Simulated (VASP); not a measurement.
Mo3HS6: single point with PBEsol

Mo3HS6, a slab with vacuum:

```
CELL_PARAMETERS angstrom
3.12041 0.00000 0.00000
-1.56020 6.15233 0.00000
0.00000 0.00000 25.65978
ATOMIC_POSITIONS crystal
S 0.89272 0.78544 0.33126
S 0.17159 0.34318 0.38244
S 0.42488 0.84975 0.43544
S 0.70474 0.40947 0.48620
S 0.96287 0.92574 0.54113
S 0.17302 0.34604 0.61720
Mo 0.53216 0.06431 0.35685
Mo 0.06343 0.12684 0.45604
Mo 0.60286 0.20572 0.55886
H 0.83968 0.84604 0.59090
```

```
Program                : VASP 6.6.1
Task                   : single point
Functional             : PBEsol
Potentials or basis    : VASP PAW PBE potentials, release 64 (S, Mo_sv, H)
Cutoff                 : 520 eV
k mesh                 : 10 × 5 × 1
Occupations            : gaussian, width 0.1 eV
Spin                   : no spin polarisation
Dipole correction      : yes
Further INCAR settings : ALGO = Normal; EDIFF = 1e-06; NBANDS = 50
```

The largest force is 3.837 eV/Å and the band gap on the k mesh is zero (an odd number of electrons rules out a gap without spin polarisation).

Forces in eV/Å, atoms in the order of the input:
```
S   -0.035  1.492 -0.539
S    0.035  0.618 -0.856
S   -0.050  0.091 -1.149
S   -0.080  0.188 -0.191
S    0.159 -1.098  1.347
S   -0.045  0.046  0.002
Mo   0.011 -2.833  2.588
Mo   0.002  1.472 -0.790
Mo   0.059  0.465 -0.386
H   -0.055 -0.441 -0.025
```

Levels at points of the mesh, in eV from the Fermi level:
| k point | band 35 | band 36 | band 37 | band 38 | band 39 | band 40 | band 41 | band 42 | band 43 | band 44 |
| --- | --- | --- | --- | --- | --- | --- | --- | --- | --- | --- |
| (0.00, 0.00, 0.00) | -1.65 | -1.37 | -1.05 | -0.83 | -0.75 | -0.41 | -0.06 | 0.15 | 1.10 | 1.43 |
| (0.50, 0.00, 0.00) | -2.29 | -1.82 | -1.44 | -0.62 | -0.06 | 0.34 | 0.69 | 1.30 | 1.58 | 1.83 |

Wall time 11 min on 1 thread of Intel(R) Xeon(R) 6975P-C (Granite Rapids), on a shared host, peak memory 0.79 GiB.

Caveat: the PAW data sets were made with another functional, which shifts forces and pressure a little.
